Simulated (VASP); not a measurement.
# TiSi2 (Cmcm) in VASP: notebook, part 2 of 2

VASP 6.6.1. Earlier steps stand in the parts before.

### Step 4. Single point, PBE (14.06 Å³/atom)

This run uses another cell than the first one, of 14.06 Å³/atom.

INCAR reads:

```
PREC     = Accurate       # precision mode
ENCUT    = 520            # plane-wave cutoff, eV
EDIFF    = 1E-7           # SCF threshold, eV
ISMEAR   = 0              # smearing method
SIGMA    = 0.15           # smearing width, eV
LREAL    = F              # projectors in reciprocal space
LASPH    = T              # aspherical terms in the spheres
NELM     = 80             # most SCF steps
ALGO     = Normal         # electronic algorithm
ISIF     = 2              # what is computed and relaxed
LWAVE    = F              # write WAVECAR
LCHARG   = F              # write CHGCAR
GGA      = PE             # functional
NBANDS   = 29             # bands
```

KPOINTS reads:

```
regular mesh
0
Gamma
  12 12 12
```

POSCAR reads:

```
TiSi2
1.0
    1.7974457538     -6.4704020291      0.0000000000
    1.7974457538      6.4704020291      0.0000000000
    0.0000000000      0.0000000000      3.6270237951
Ti Si
2 4
Direct
    0.8968075259      0.1031924741      0.7500000000
    0.1031924741      0.8968075259      0.2500000000
    0.5591373592      0.4408626408      0.7500000000
    0.4408626408      0.5591373592      0.2500000000
    0.2498287182      0.7501712818      0.7500000000
    0.7501712818      0.2498287182      0.2500000000
```

Potentials or basis: VASP PAW PBE potentials, release 64 (Ti_sv, Si).

The run is started by

```console
> cat potpaw_PBE.64/Ti_sv/POTCAR potpaw_PBE.64/Si/POTCAR > POTCAR
> mpirun -np 1 vasp_std > vasp.out
```

OUTCAR:

```text
PREC = Accurate
   ENCUT = 520
   EDIFF = 1E-7
   ISMEAR = 0
   LREAL = F
   LASPH = T
   NELM = 80
   ISIF = 2
   GGA = PE

 ion  position               nearest neighbor table
   1  0.897  0.103  0.750-   4 2.62   4 2.62   4 2.62   4 2.62   5 2.62   5 2.62   6 2.62   6 2.62
                             3 2.76   3 2.76
   2  0.103  0.897  0.250-   3 2.62   3 2.62   3 2.62   3 2.62   6 2.62   6 2.62   5 2.62   5 2.62
                             4 2.76   4 2.76
   3  0.559  0.441  0.750-   4 2.37   4 2.37   2 2.62   2 2.62   2 2.62   2 2.62   1 2.76   1 2.76
                             5 3.05   5 3.05   6 3.07   6 3.07
   4  0.441  0.559  0.250-   3 2.37   3 2.37   1 2.62   1 2.62   1 2.62   1 2.62   2 2.76   2 2.76
                             6 3.05   6 3.05   5 3.07   5 3.07
   5  0.250  0.750  0.750-   6 2.55   6 2.55   6 2.55   6 2.55   1 2.62   1 2.62   2 2.62   2 2.62
                             3 3.05   3 3.05   4 3.07   4 3.07
   6  0.750  0.250  0.250-   5 2.55   5 2.55   5 2.55   5 2.55   2 2.62   2 2.62   1 2.62   1 2.62
                             4 3.05   4 3.05   3 3.07   3 3.07

  LATTYP: Found a base centered orthorhombic cell.
 ALAT       =     3.5948915076
 B/A-ratio  =     3.5997759684
 C/A-ratio  =     1.0089383191

  Lattice vectors:

 A1 = (   1.7974457538,  -6.4704020291,   0.0000000000)
 A2 = (   1.7974457538,   6.4704020291,   0.0000000000)
 A3 = (   0.0000000000,   0.0000000000,   3.6270237951)

Analysis of symmetry for initial positions (statically):
=====================================================================
 Subroutine PRICEL returns:
 Original cell was already a primitive cell.

 Routine SETGRP: Setting up the symmetry group for a
 base centered orthorhombic supercell.

 Subroutine GETGRP returns: Found  8 space group operations
 (whereof  4 operations were pure point group operations)
 out of a pool of  8 trial point group operations.

The static configuration has the point symmetry C_2h.
 The point group associated with its full space group is D_2h.

Analysis of symmetry for dynamics (positions and initial velocities):
[... 145 lines left out ...]
   GGA     = PE    functional components
   LHFCALC =     F    Hartree Fock is set to
   AEXX    =    0.0000 exact exchange contribution
   IVDW    =     0    specifies the selected vdW correction
   LEPSILON=     F    determine dielectric tensor
   LRPA    =     F    only Hartree local field effects (RPA)
 non-spin polarized calculation
 Gauss-broadening in eV      SIGMA  =   0.15
  energy-cutoff  :      520.00
  volume of cell :       84.37
 maximum number of plane-waves:      2292
 NGX is ok and might be reduce to    50
   NGX = 25   NGY = 25   NGZ = 13

 number of electron      40.0000000 magnetization

 Free energy of the ion-electron system (eV)
  ---------------------------------------------------
  ext. energy  EPLUGINS =         0.00000000
  ---------------------------------------------------
  free energy    TOTEN  =       -40.61230381 eV

  energy without entropy =      -40.59228530  energy(sigma->0) =      -40.60229456

 E-fermi :  10.6480     XC(G=0): -11.6832

 val. band max:       10.6425168169   @ k =   0.5000   0.0833   0.0833
 cond. band min:      10.6502355256   @ k =   0.5000   0.5000   0.3333
 fundamental gap:      0.0077187087
 Fermi energy:        10.6480479955

 k-point     1 :       0.0000    0.0000    0.0000
  band No.  band energies     occupation
      1     -46.1097      2.00000
      2     -46.0970      2.00000
      3     -22.4470      2.00000
      4     -22.4433      2.00000
      5     -22.4433      2.00000
      6     -22.4266      2.00000
[... 757 lines left out ...]
     28      13.6582      0.00000
     29      14.6775      0.00000

 [... further k-points ...]

------------------------ aborting loop because EDIFF is reached ----------------------------------------

  FORCE on cell =-STRESS in cart. coord.  units (eV):
  Direction    XX          YY          ZZ          XY          YZ          ZX
  --------------------------------------------------------------------------------------
  -------------------------------------------------------------------------------------
  Total       -1.1948861      5.6341036     -1.0335708      0.0000000      0.0000000      0.0000000
  in kB      -22.6918358    106.9961014    -19.6283303      0.0000000      0.0000000      0.0000000
  external PRESSURE =      21.5586451 kB  Pullay stress =       0.0000000 kB

 VOLUME and BASIS-vectors are now :
 -----------------------------------------------------------------------------
  energy-cutoff  :      520.00
  volume of cell :       84.37
      direct lattice vectors                 reciprocal lattice vectors
     1.797445754 -6.470402029  0.000000000     0.278172512 -0.077274951  0.000000000
     1.797445754  6.470402029  0.000000000     0.278172512  0.077274951  0.000000000
     0.000000000  0.000000000  3.627023795     0.000000000  0.000000000  0.275708144

 POSITION                                       TOTAL-FORCE (eV/Angst)
 -----------------------------------------------------------------------------------
      1.79745     -5.13501      2.72027         0.000000     -0.565595     -0.000000
      1.79745      5.13501      0.90676         0.000000      0.565595     -0.000000
      1.79745     -0.76528      2.72027         0.000000     -0.345058      0.000000
      1.79745      0.76528      0.90676         0.000000      0.345058      0.000000
      1.79745      3.23742      2.72027         0.000000      0.042427      0.000000
      1.79745     -3.23742      0.90676         0.000000     -0.042427      0.000000
 -----------------------------------------------------------------------------------
    total drift:                               -0.000000     -0.000000     -0.000000

  FREE ENERGIE OF THE ION-ELECTRON SYSTEM (eV)
  ---------------------------------------------------
  free  energy   TOTEN  =       -40.6123038138 eV

  energy  without entropy=      -40.5922853014  energy(sigma->0) =      -40.60229456
```

OSZICAR:

```text
N       E                     dE             d eps       ncg     rms          rms(c)
DAV:   1     0.390340142632E+03    0.39034E+03   -0.18834E+04 17458   0.146E+03
DAV:   2     0.195534583098E+01   -0.38838E+03   -0.37758E+03 17588   0.429E+02
DAV:   3    -0.407503355189E+02   -0.42706E+02   -0.41897E+02 28809   0.119E+02
DAV:   4    -0.442414263246E+02   -0.34911E+01   -0.34643E+01 24897   0.303E+01
DAV:   5    -0.444372097648E+02   -0.19578E+00   -0.19571E+00 26169   0.617E+00    0.190E+01
DAV:   6    -0.414616716162E+02    0.29755E+01   -0.37775E+01 24244   0.420E+01    0.785E+00
DAV:   7    -0.407103997145E+02    0.75127E+00   -0.93219E+00 23416   0.223E+01    0.577E+00
DAV:   8    -0.406151515603E+02    0.95248E-01   -0.85314E-01 23425   0.689E+00    0.921E-01
DAV:   9    -0.406118281052E+02    0.33235E-02   -0.72144E-02 24821   0.191E+00    0.670E-01
DAV:  10    -0.406129129175E+02   -0.10848E-02   -0.17181E-02 24612   0.989E-01    0.256E-01
DAV:  11    -0.406123051738E+02    0.60774E-03   -0.41958E-03 24363   0.492E-01    0.306E-02
DAV:  12    -0.406123018809E+02    0.32929E-05   -0.18270E-04 24609   0.901E-02    0.145E-02
DAV:  13    -0.406123036320E+02   -0.17511E-05   -0.82476E-06 25138   0.204E-02    0.635E-03
DAV:  14    -0.406123037762E+02   -0.14427E-06   -0.61937E-07 23929   0.516E-03    0.455E-03
DAV:  15    -0.406123038138E+02   -0.37550E-07   -0.33835E-07 20327   0.433E-03
   1 F= -.40612304E+02 E0= -.40602295E+02  d E =-.200185E-01
```

Wall time 18 min (1 thread of Intel Xeon Platinum 8488C (Sapphire Rapids), shared host); peak memory 0.69 GiB.

What came out:

- Free energy: -40.6123 eV
- Pressure: 2.2 GPa
- Largest force: 0.566 eV/Å
- Band gap on the k mesh: zero (bands 20 and 21 overlap by 0.95 eV)

Forces in eV/Å, atoms in the order of the input:
```
Ti   0.000 -0.566  0.000
Ti   0.000  0.566  0.000
Si   0.000 -0.345  0.000
Si   0.000  0.345  0.000
Si   0.000  0.042  0.000
Si   0.000 -0.042  0.000
```

Stress tensor (GPa, compression positive):
```
-2.27  0.00  0.00
 0.00 10.70  0.00
 0.00  0.00 -1.96
```

Levels at points of the mesh, in eV from the Fermi level:
| k point | band 16 | band 17 | band 18 | band 19 | band 20 | band 21 | band 22 | band 23 | band 24 | band 25 |
| --- | --- | --- | --- | --- | --- | --- | --- | --- | --- | --- |
| (0.00, 0.00, 0.00) | -2.48 | -2.29 | -1.84 | -1.57 | 0.37 | 0.73 | 0.78 | 0.87 | 1.16 | 1.68 |
| (0.50, 0.00, 0.00) | -2.22 | -1.86 | -1.12 | -0.73 | -0.57 | -0.55 | 0.81 | 1.28 | 1.49 | 1.75 |
| (0.50, 0.50, 0.00) | -2.84 | -2.70 | -2.19 | -0.93 | 0.25 | 0.52 | 0.53 | 0.92 | 1.26 | 2.27 |
| (0.00, 0.00, 0.50) | -2.54 | -1.40 | -1.40 | -0.06 | -0.06 | 1.23 | 1.23 | 1.43 | 1.43 | 1.50 |
| (0.50, 0.00, 0.50) | -4.12 | -2.93 | -2.93 | -2.38 | -2.38 | 1.74 | 1.74 | 1.75 | 1.75 | 2.75 |
| (0.50, 0.50, 0.50) | -3.13 | -2.23 | -2.23 | -1.08 | -1.08 | 0.47 | 0.47 | 1.55 | 1.55 | 2.53 |

### Step 5. Single point, PBE (15.50 Å³/atom)

INCAR reads:

```
SYSTEM = TiSi2
  PREC = Accurate
  ENCUT = 520
  EDIFF = 1E-7
  ISMEAR = 0
  SIGMA = 0.15
  LREAL = .False.
  LASPH = .True.
  NELM = 60
  ALGO = Normal
  ISIF = 2
  LWAVE = .False.
  LCHARG = .True.
  GGA = PE
  LELF = .True.
  LVHAR = .True.
  NBANDS = 29
```

KPOINTS reads:

```
Automatic mesh
0
Gamma
  12 12 12
  0 0 0
```

POSCAR reads:

```
TiSi2
1.0
    1.8690109332     -6.5951179410      0.0000000000
    1.8690109332      6.5951179410      0.0000000000
    0.0000000000      0.0000000000      3.7714334970
Ti Si
2 4
Direct
    0.8968075258      0.1031924742      0.7500000000
    0.1031924742      0.8968075258      0.2500000000
    0.5591373591      0.4408626409      0.7500000000
    0.4408626409      0.5591373591      0.2500000000
    0.2498287182      0.7501712818      0.7500000000
    0.7501712818      0.2498287182      0.2500000000
```

The run is started by

```console
> cat potpaw_PBE.64/Ti_sv/POTCAR potpaw_PBE.64/Si/POTCAR > POTCAR
> mpirun -np 1 vasp_std > vasp.out
```

Wall time 19 min (1 thread of Intel Xeon Platinum 8488C (Sapphire Rapids), shared host); peak memory 0.76 GiB.

The run converged. Its results:

```yaml
Free_energy: -40.2876 eV
Pressure: -9.3 GPa
Largest_force: 0.331 eV/Å
Band_gap_on_the_k_mesh: zero (bands 20 and 21 overlap by 0.80 eV)
```

Forces in eV/Å, atoms in the order of the input:
```
Ti   0.000 -0.331  0.000
Ti   0.000  0.331  0.000
Si   0.000 -0.088  0.000
Si   0.000  0.088  0.000
Si   0.000  0.030  0.000
Si   0.000 -0.030  0.000
```

Stress tensor (GPa, compression positive):
```
-13.76   0.00   0.00
  0.00   0.68   0.00
  0.00   0.00 -14.97
```

Levels at points of the mesh, in eV from the Fermi level:
| k point | band 17 | band 18 | band 19 | band 20 | band 21 | band 22 | band 23 | band 24 |
| --- | --- | --- | --- | --- | --- | --- | --- | --- |
| (0.00, 0.00, 0.00) | -2.19 | -1.50 | -1.49 | 0.33 | 0.40 | 0.70 | 0.81 | 1.03 |
| (0.50, 0.00, 0.00) | -1.69 | -0.94 | -0.69 | -0.49 | -0.44 | 0.42 | 0.96 | 1.25 |
| (0.50, 0.50, 0.00) | -2.43 | -2.17 | -0.79 | 0.22 | 0.45 | 0.45 | 0.82 | 0.91 |
| (0.00, 0.00, 0.50) | -1.14 | -1.14 | -0.06 | -0.06 | 1.15 | 1.15 | 1.26 | 1.26 |
| (0.50, 0.00, 0.50) | -2.68 | -2.68 | -2.11 | -2.11 | 1.47 | 1.47 | 1.49 | 1.49 |
| (0.50, 0.50, 0.50) | -2.07 | -2.07 | -1.00 | -1.00 | 0.28 | 0.28 | 1.30 | 1.30 |

Caveat: the cell stands under tension.

### Step 6. Single point, PBE (15.50 Å³/atom)

INCAR reads:

```
SYSTEM = TiSi2
PREC = Accurate
ENCUT = 520
EDIFF = 1E-6
ISMEAR = 0
SIGMA = 0.15
LREAL = .False.
LASPH = .True.
NELM = 100
ALGO = Normal
ISIF = 2
LWAVE = .False.
LCHARG = .True.
GGA = PE
LELF = .True.
LVHAR = .True.
NBANDS = 29
```

KPOINTS is that of step 5.

Edit POSCAR of step 5 so:

```diff
@@ -2,5 +2,5 @@
 1.0
-    1.8690109332     -6.5951179410      0.0000000000
-    1.8690109332      6.5951179410      0.0000000000
-    0.0000000000      0.0000000000      3.7714334970
+    1.8197528529     -6.9569908547      0.0000000000
+    1.8197528529      6.9569908547      0.0000000000
+    0.0000000000      0.0000000000      3.6720367675
 Ti Si
```

Potentials or basis: VASP PAW PBE potentials, release 64 (Ti_sv, Si).

The run is started by

```console
> cat potpaw_PBE.64/Ti_sv/POTCAR potpaw_PBE.64/Si/POTCAR > POTCAR
> mpirun -np 1 vasp_std > vasp.out
```

Wall time 18 min (1 thread of Intel Xeon Platinum 8488C (Sapphire Rapids), shared host); peak memory 0.76 GiB.

The run converged. Its results:

```
Free energy            : -40.5510 eV
Pressure               : -9.0 GPa
Largest force          : 0.190 eV/Å
Band gap on the k mesh : zero (bands 20 and 21 overlap by 0.91 eV)
```

Forces on the atoms (eV/Å):
```
Ti   0.000  0.185  0.000
Ti   0.000 -0.185  0.000
Si   0.000  0.190  0.000
Si   0.000 -0.190  0.000
Si   0.000 -0.008  0.000
Si   0.000  0.008  0.000
```

Stress tensor (GPa, compression positive):
```
 -9.03   0.00   0.00
  0.00  -7.71   0.00
  0.00   0.00 -10.22
```

Levels at points of the mesh, in eV from the Fermi level:
```
           k point  band 17  band 18  band 19  band 20  band 21  band 22  band 23  band 24
(0.00, 0.00, 0.00)    -2.05    -1.93    -1.90     0.39     0.43     0.73     0.83     1.23
(0.50, 0.00, 0.00)    -1.51    -1.36    -0.55    -0.50    -0.47     0.95     1.22     1.45
(0.50, 0.50, 0.00)    -2.23    -1.85    -1.06     0.37     0.61     0.70     0.75     0.81
(0.00, 0.00, 0.50)    -1.43    -1.43    -0.05    -0.05     0.75     0.75     1.41     1.41
(0.50, 0.00, 0.50)    -3.04    -3.04    -2.23    -2.23     1.56     1.56     1.66     1.66
(0.50, 0.50, 0.50)    -1.89    -1.89    -0.78    -0.78     0.35     0.35     1.47     1.47
```

Caveat: the cell stands under tension.

### Step 7. Overview

| cell | gap on the mesh (eV) | pressure (GPa) | largest force (eV/Å) |
| --- | --- | --- | --- |
| a = 6.965, b = 6.965, c = 3.738 Å, angles 90.0, 90.0, 149.1°, 6 atoms | none | -9.5 | 0.15 |
| a = 7.046, b = 7.046, c = 3.531 Å, angles 90.0, 90.0, 151.2°, 6 atoms | none | 3.4 | 0.10 |
| a = 6.715, b = 6.715, c = 3.627 Å, angles 90.0, 90.0, 148.9°, 6 atoms | none | 2.2 | 0.57 |
| a = 6.855, b = 6.855, c = 3.771 Å, angles 90.0, 90.0, 148.4°, 6 atoms | none | -9.3 | 0.33 |
| a = 7.191, b = 7.191, c = 3.672 Å, angles 90.0, 90.0, 150.7°, 6 atoms | none | -9.0 | 0.19 |

Alike in all rows: task single point; level PBE; potentials or basis VASP PAW PBE potentials, release 64 (Ti_sv, Si); no spin polarisation; k mesh 12 × 12 × 12; cutoff (eV) 520; smearing gaussian 0.15 eV.

Caveats: the cell stands under tension (at least some runs); the cell stands under pressure (at least some runs).

Absolute energies hang on the potentials; compare differences alone.
